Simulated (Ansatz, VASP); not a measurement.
NaTi2 in VASP and in Ansatz

```
Na Ti
1.0
     0.00000    4.01526    4.01526
     4.01526    0.00000    4.01526
     4.01526    4.01526    0.00000
Na Ti
2 4
Cartesian
  1.0038 1.0038 1.0038
  -1.0038 -1.0038 -1.0038
  4.0153 4.0153 4.0153
  2.0076 2.0076 4.0153
  2.0076 4.0153 2.0076
  4.0153 2.0076 2.0076
```

Alike in both runs: functional PBE; k mesh 7 × 7 × 7; occupations fermi-dirac, width 0.05 eV; no spin polarisation.

Ansatz relaxed the structure, and its values are those at the end. VASP's run is a single point on that final structure, the one shown.

|  | VASP | Ansatz |
| --- | --- | --- |
| version | VASP 6.6.1 | Ansatz 0.2.0 |
| potentials or method | VASP PAW PBE potentials, release 64 (Na_pv, Ti_sv) | PAW with Ansatz's default frozen-core files, scalar-relativistic |
| plane-wave cutoff (eV) | 520 | 420 |
| valence electrons in the cell | 62 | 66 |

```csv
,VASP,Ansatz,Ansatz less VASP
pressure (GPa),-0.1,0.0,+0.09
```

VASP's potentials hold 62 valence electrons a cell and Ansatz's 66, so a difference there can come from the potentials and not from the codes.
